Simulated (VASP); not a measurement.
# Bi2Te3 (R-3m) in VASP: a series of runs, part 2 of 2

VASP 6.6.1. Earlier steps stand in the parts before.

## (4) Single point, r2SCAN

POSCAR

```
Bi2Te3
1.0
    2.1930000000      1.2661291403     10.1656666667
   -2.1930000000      1.2661291403     10.1656666667
    0.0000000000     -2.5322582807     10.1656666667
Bi Te
2 3
Direct
    0.6000000000      0.6000000000      0.6000000000
    0.4000000000      0.4000000000      0.4000000000
    0.7905000000      0.7905000000      0.7905000000
    0.2095000000      0.2095000000      0.2095000000
    0.0000000000      0.0000000000      0.0000000000
```

INCAR.step1

```
SYSTEM = Bi2Te3
  PREC = Accurate
  ENCUT = 520
  ISMEAR = -1
  SIGMA = 0.05
  LREAL = .FALSE.
  LASPH = .TRUE.
  NELM = 60
  NBANDS = 32
  GGA = PE
  ALGO = Normal
  EDIFF = 1E-4
  LWAVE = .TRUE.
  LCHARG = .FALSE.
```

INCAR.step2

```
SYSTEM = Bi2Te3
  PREC = Accurate
  ENCUT = 520
  EDIFF = 1E-6
  ISMEAR = -1
  SIGMA = 0.05
  LREAL = .FALSE.
  LASPH = .TRUE.
  NELM = 60
  ALGO = Normal
  ISIF = 2
  LWAVE = .FALSE.
  LCHARG = .FALSE.
  METAGGA = R2SCAN
  LMIXTAU = .TRUE.
  NBANDS = 32
  ISTART = 1
```

KPOINTS

```
Automatic mesh
0
G
  7 7 7
  0 0 0
```

Potentials or basis: VASP PAW PBE potentials, release 64 (Bi_d, Te).

Started as:

```console
> cat potpaw_PBE.64/Bi_d/POTCAR potpaw_PBE.64/Te/POTCAR > POTCAR
> cp INCAR.step1 INCAR
> mpirun -np 1 vasp_std > vasp.out
> cp INCAR.step2 INCAR
> mpirun -np 1 vasp_std > vasp.out
```

OUTCAR:

```text
SYSTEM = Bi2Te3
   PREC = Accurate
   ENCUT = 520
   EDIFF = 1E-6
   ISMEAR = -1
   LREAL = .FALSE.
   LASPH = .TRUE.
   NELM = 60
   ISIF = 2
   METAGGA = R2SCAN
   ISTART = 1

 ion  position               nearest neighbor table
   1  0.600  0.600  0.600-   4 3.07   4 3.07   4 3.07   5 3.25   5 3.25   5 3.25
   2  0.400  0.400  0.400-   3 3.07   3 3.07   3 3.07   5 3.25   5 3.25   5 3.25
   3  0.791  0.791  0.791-   2 3.07   2 3.07   2 3.07   4 3.64   4 3.64   4 3.64
   4  0.209  0.209  0.209-   1 3.07   1 3.07   1 3.07   3 3.64   3 3.64   3 3.64
   5  0.000  0.000  0.000-   1 3.25   2 3.25   1 3.25   1 3.25   2 3.25   2 3.25

  LATTYP: Found a trigonal (rhomboedric) cell.
 ALAT       =    10.4763118882
 COS(alpha) =     0.9123624111

  Lattice vectors:

 A1 = (   2.1930000000,   1.2661291403,  10.1656666667)
 A2 = (  -2.1930000000,   1.2661291403,  10.1656666667)
 A3 = (   0.0000000000,  -2.5322582807,  10.1656666667)

Analysis of symmetry for initial positions (statically):
=====================================================================
[... 179 lines left out ...]

 val. band max:        6.1345881316   @ k =   0.0000   0.0000   0.0000
 cond. band min:       6.6403146948   @ k =   0.0000   0.0000   0.0000
 fundamental gap:      0.5057265632
 Fermi energy:         6.3859467415

 k-point     1 :       0.0000    0.0000    0.0000
  band No.  band energies     occupation
      1     -17.8766      2.00000
      2     -17.8766      2.00000
      3     -17.8748      2.00000
      4     -17.8748      2.00000
      5     -17.8645      2.00000
      6     -17.8630      2.00000
[... 829 lines left out ...]
     31      10.8996      0.00000
     32      10.9542      0.00000

 [... further k-points ...]

------------------------ aborting loop because EDIFF is reached ----------------------------------------

  FORCE on cell =-STRESS in cart. coord.  units (eV):
  Direction    XX          YY          ZZ          XY          YZ          ZX
  --------------------------------------------------------------------------------------
  -------------------------------------------------------------------------------------
  Total        1.3836126      1.3836126      1.3297123      0.0000000     -0.0000000      0.0000000
  in kB       13.0894478     13.0894478     12.5795328      0.0000000     -0.0000000      0.0000000
  external PRESSURE =      12.9194762 kB  Pullay stress =       0.0000000 kB

 VOLUME and BASIS-vectors are now :
 -----------------------------------------------------------------------------
  energy-cutoff  :      520.00
  volume of cell :      169.36
      direct lattice vectors                 reciprocal lattice vectors
     2.193000000  1.266129140 10.165666667     0.227998176  0.131634808  0.032790111
    -2.193000000  1.266129140 10.165666667    -0.227998176  0.131634808  0.032790111
     0.000000000 -2.532258281 10.165666667     0.000000000 -0.263269617  0.032790111

 POSITION                                       TOTAL-FORCE (eV/Angst)
 -----------------------------------------------------------------------------------
      0.00000     -0.00000     18.29820         0.000000      0.000000     -0.121969
      0.00000     -0.00000     12.19880         0.000000     -0.000000      0.121969
      0.00000     -0.00000     24.10788         0.000000      0.000000     -0.270263
      0.00000     -0.00000      6.38912         0.000000     -0.000000      0.270263
      0.00000      0.00000      0.00000         0.000000      0.000000      0.000000
 -----------------------------------------------------------------------------------
    total drift:                               -0.000000     -0.000000     -0.000000

  FREE ENERGIE OF THE ION-ELECTRON SYSTEM (eV)
  ---------------------------------------------------
  free  energy   TOTEN  =      -194.5197640826 eV

  energy  without entropy=     -194.5197286286  energy(sigma->0) =     -194.51974636
```

OUTCAR.step1:

```text
SYSTEM = Bi2Te3
   PREC = Accurate
   ENCUT = 520
   ISMEAR = -1
   LREAL = .FALSE.
   LASPH = .TRUE.
[... 1073 lines left out ...]
      0.00000     -0.00000     24.10788         0.000000      0.000000     -0.027923
      0.00000     -0.00000      6.38912         0.000000     -0.000000      0.027923
      0.00000      0.00000      0.00000         0.000000      0.000000      0.000000
 -----------------------------------------------------------------------------------
    total drift:                               -0.000000     -0.000000     -0.000000

  FREE ENERGIE OF THE ION-ELECTRON SYSTEM (eV)
  ---------------------------------------------------
  free  energy   TOTEN  =       -18.3357739454 eV

  energy  without entropy=      -18.3355954016  energy(sigma->0) =      -18.33568467
```

Wall time 40 min (1 thread of Intel Xeon 6975P-C (Granite Rapids), shared host); peak memory 1.2 GiB.

What came out:

```yaml
Free_energy: -194.5198 eV
Pressure: 1.3 GPa
Largest_force: 0.270 eV/Å
Band_gap_on_the_k_mesh: 0.51 eV
```

Forces on the atoms (eV/Å):
```
Bi   0.000  0.000 -0.122
Bi   0.000  0.000  0.122
Te   0.000  0.000 -0.270
Te   0.000  0.000  0.270
Te   0.000  0.000  0.000
```

Levels at points of the mesh, in eV from the valence-band top:
| k point | band 22 | band 23 | band 24 | band 25 | band 26 | band 27 |
| --- | --- | --- | --- | --- | --- | --- |
| (0.00, 0.00, 0.00) | -1.01 | -1.01 | 0.00 | 0.51 | 0.68 | 0.68 |

Caveat: the PAW data sets were made with another functional, which shifts forces and pressure a little; spin-orbit coupling is left out, which moves the levels of the heavy elements; an odd mesh through Γ misses points on the zone boundary, where band edges can lie. r2SCAN opens gaps a little over a GGA but as a rule still falls short of measured ones.

## (5) Single point, BLYP

This run uses another cell than the first one, of 35.23 Å³/atom.

INCAR

```
AGGAC = 1.0
AGGAX = 1.0
ALDAC = 0.0
ALDAX = 1.0
ALGO = Normal
EDIFF = 1E-7
ENCUT = 520
GGA = B5
ISIF = 2
ISMEAR = -1
LASPH = True
LCHARG = True
LELF = True
LREAL = False
LVHAR = True
LWAVE = False
NBANDS = 32
NELM = 60
PREC = Accurate
SIGMA = 0.05
```

KPOINTS

```
k-points
0
Gamma
  7 7 7
```

Edit POSCAR of step 4 so:

```diff
@@ -2,5 +2,5 @@
 1.0
-    2.1930000000      1.2661291403     10.1656666667
-   -2.1930000000      1.2661291403     10.1656666667
-    0.0000000000     -2.5322582807     10.1656666667
+    2.2218585726      1.2827906449     10.2994407795
+   -2.2218585726      1.2827906449     10.2994407795
+    0.0000000000     -2.5655812900     10.2994407795
 Bi Te
```

Started as:

```console
> cat potpaw_PBE.64/Bi_d/POTCAR potpaw_PBE.64/Te/POTCAR > POTCAR
> mpirun -np 1 vasp_std > vasp.out
```

Wall time 10 min (1 thread of Intel Xeon 6975P-C (Granite Rapids), shared host); peak memory 1 GiB.

Results (log left out):

| Quantity | Value |
| --- | --- |
| Free energy | -15.1861 eV |
| Pressure | 3.4 GPa |
| Largest force | 0.160 eV/Å |
| Band gap on the k mesh | 0.33 eV |

Forces on the atoms (eV/Å):
```
Bi   0.000  0.000 -0.130
Bi   0.000  0.000  0.130
Te   0.000  0.000 -0.160
Te   0.000  0.000  0.160
Te   0.000  0.000  0.000
```

Stress tensor (GPa, compression positive):
```
3.52 0.00 0.00
0.00 3.52 0.00
0.00 0.00 3.05
```

Levels at points of the mesh, in eV from the valence-band top:
```
           k point  band 22  band 23  band 24  band 25  band 26  band 27
(0.00, 0.00, 0.00)    -0.79    -0.79     0.00     0.33     0.66     0.66
```

Caveat: the cell stands under pressure; the PAW data sets were made with another functional, which shifts forces and pressure a little; spin-orbit coupling is left out, which moves the levels of the heavy elements; an odd mesh through Γ misses points on the zone boundary, where band edges can lie.

## (6) The runs side by side

| level | cell | gap on the mesh (eV) | pressure (GPa) | largest force (eV/Å) |
| --- | --- | --- | --- | --- |
| PBE | a = 10.445 Å, angles 24.3°, 5 atoms, atomic positions A | 0.26 | 2.0 | 0.02 |
| PBE | a = 10.954 Å, angles 23.4°, 5 atoms, atomic positions B | 0.49 | 0.0 | 0.01 |
| r2SCAN | a = 10.476 Å, angles 24.2°, 5 atoms, atomic positions A | 0.51 | 1.3 | 0.27 |
| BLYP | a = 10.614 Å, angles 24.2°, 5 atoms, atomic positions A | 0.33 | 3.4 | 0.16 |

Alike in all rows: task single point; potentials or basis VASP PAW PBE potentials, release 64 (Bi_d, Te); no spin polarisation; k mesh 7 × 7 × 7; cutoff (eV) 520; smearing fermi-dirac 0.05 eV.

Caveats: spin-orbit coupling is left out, which moves the levels of the heavy elements; an odd mesh through Γ misses points on the zone boundary, where band edges can lie; the PAW data sets were made with another functional, which shifts forces and pressure a little (at least some runs); the cell stands under pressure (at least some runs).

Total energies depend on the potentials used, so only differences within one code and one set of settings carry meaning.

## (7) Against experiment

Step 3. Against the measured gap of Bi2Te3, 0.17 eV (quoted in “Vacancy and Antisite-Induced Ferromagnetism in Liquid-Phase Exfoliated Bi2Te3”, 2024, arxiv:2412.10539), the calculated 0.49 eV is off by +0.32 eV. Spin-orbit coupling on Bi, Te is left out. The value is that of PBE on a finite k mesh, which can miss the band edges, without temperature or zero-point motion.
